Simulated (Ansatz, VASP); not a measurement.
**One calculation of AlP, two programs**

File INCAR:

```
PREC = Accurate
ENCUT = 500
EDIFF = 1E-7
ISMEAR = 0
SIGMA = 0.01
LREAL = F
LASPH = T
NELM = 120
ALGO = Normal
ISIF = 3
LWAVE = F
LCHARG = F
GGA = RP
IBRION = 2
NSW = 80
EDIFFG = -0.01
GGA_COMPAT = F
NELMIN = 4
```

Contents of KPOINTS:

```
Automatic mesh
0
Gamma
  7 7 7
```

The input POSCAR:

```
AlP
1.0
    3.8544390000      0.0000000000      0.0000000000
    1.9272195000      3.3380420913      0.0000000000
    1.9272195000      1.1126806971      3.1471362649
Al P
1 1
Direct
    0.0000000000      0.0000000000      0.0000000000
    0.2500000000      0.2500000000      0.2500000000
```

Input for Ansatz:

```yaml
crystal:
  lattice:
    - [3.854439, 0.0, 0.0]
    - [1.9272195000000005, 3.338042091337488, 0.0]
    - [1.9272195000000005, 1.112680697112496, 3.147136264894483]
  atoms:
    - { symbol: Al, position: [0.0, 0.0, 0.0] }
    - { symbol: P, position: [0.24999999999999997, 0.2500000000000001, 0.24999999999999997] }
basis:
  ecutwfc: 420.0
kpoints:
  mp_grid:
    grid: [7, 7, 7]
hamiltonian:
  xc: rpbe
  dispersion: none
scf:
  algorithm: density_mixing
  n_extra_bands: 4
  occupations:
    method: fixed
relax:
  f_tol: 0.01
  max_displacement: 0.1
  cell: {}
```

Alike in both runs: task relaxation of cell and atoms; functional RPBE; k mesh 7 × 7 × 7; no spin polarisation.

|  | VASP | Ansatz |
| --- | --- | --- |
| version | VASP 6.6.1 | Ansatz 0.2.0 |
| potentials or method | VASP PAW PBE potentials, release 64 (Al, P), cutoff 500 eV | plane waves, PAW |
| occupations | gaussian, width 0.01 eV | fixed |
| valence electrons in the cell | 8 | 8 |

Ansatz gave:

```
relaxed volume (Å³/atom)                                     : 21.29
relaxed cell length with the largest relative difference (Å) : 3.920
```

Problem. Estimate VASP's values.

Solution. Relaxed volume (Å³/atom): 21.24; relaxed cell length with the largest relative difference (Å): 3.916.

VASP's potentials were made for PBE, not for RPBE.
